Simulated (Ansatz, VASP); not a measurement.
**One calculation of PbSe, two programs**

The input INCAR:

```
ALGO     = Normal         # electronic algorithm
EDIFF    = 1E-6           # SCF threshold, eV
ENCUT    = 520            # plane-wave cutoff, eV
GGA      = PS             # functional
GGA_COMPAT= False        
ISIF     = 2              # what is computed and relaxed
ISMEAR   = -1             # smearing method
LASPH    = True           # aspherical terms in the spheres
LCHARG   = True           # write CHGCAR
LORBIT   = 11             # projections on sites
LORBMOM  = True         
LREAL    = False          # projectors in reciprocal space
LSORBIT  = True           # spin-orbit coupling
LVHAR    = True         
LWAVE    = False          # write WAVECAR
MAGMOM   = 0 0 0 0 0 0    # initial moments
NBANDS   = 32             # bands
NELM     = 150            # most SCF steps
PREC     = Accurate       # precision mode
SIGMA    = 0.01           # smearing width, eV
```

Contents of KPOINTS:

```
k-points
0
Gamma
  12 12 12
```

The input POSCAR:

```
PbSe
1.0
    0.0000000000      3.0667313369      3.0667313369
    3.0667313369      0.0000000000      3.0667313369
    3.0667313369      3.0667313369      0.0000000000
Pb Se
1 1
Direct
    0.0000000000      0.0000000000      0.0000000000
    0.5000000000      0.5000000000      0.5000000000
```

Input for Ansatz:

```yaml
crystal:
  lattice:
    - [0.0, 3.06673133689, 3.06673133689]
    - [3.06673133689, 0.0, 3.06673133689]
    - [3.06673133689, 3.06673133689, 0.0]
  atoms:
    - { symbol: Pb, position: [0.0, 0.0, 0.0] }
    - { symbol: Se, position: [0.5, 0.5, 0.5] }
kpoints:
  mp_grid: { grid: [12, 12, 12] }
scf:
  occupations: { method: fermi_dirac, width: 0.01 }
  convergence: { dr2_threshold: 1.0e-10 }
hamiltonian:
  xc: pbesol
  pseudopotentials: { kind: all_electron, lapw: { basis_error: 0.0005 } }
magnetization:
  noncollinear: true
  spin_orbit: true
output:
  forces: true
  stress: true
  eigenstates:
    kpoints:
      - [0.0, 0.0, 0.0]
      - [0.0, -0.5, 0.0]
      - [-0.5, 0.0, 0.0]
      - [0.0, 0.0, -0.5]
      - [-0.5, -0.5, -0.5]
      - [0.0, -0.20029925, 0.200299234]
      - [-0.20029925, 0.0, 0.200299234]
      - [-0.20029925, 0.200299234, 0.0]
      - [-0.20029925, -0.400598485, -0.20029925]
      - [-0.20029925, -0.20029925, -0.400598485]
      - [-0.400598485, -0.20029925, -0.20029925]
      - [-0.5, 0.0, -0.5]
      - [0.0, -0.5, -0.5]
      - [-0.5, -0.5, 0.0]
  eigenvalues: true
```

Alike in both runs: task single point; functional PBEsol; k mesh 12 × 12 × 12; occupations fermi-dirac, width 0.01 eV; non-collinear spin, spin-orbit coupling.

|  | VASP | Ansatz |
| --- | --- | --- |
| version | VASP 6.6.1 | Ansatz 0.2.0 |
| potentials or method | VASP PAW PBE potentials, release 64 (Pb_d, Se), cutoff 520 eV | all-electron LAPW |

|  | VASP | Ansatz | Ansatz less VASP |
| --- | --- | --- | --- |
| pressure (GPa) | -1.0 | -1.1 | -0.11 |
| net moment per atom (μB) | 0.00 | 0.00 | 0.000 |

VASP's potentials were made for PBE, not for PBEsol. Ansatz ran all-electron here, and VASP with PAW potentials.
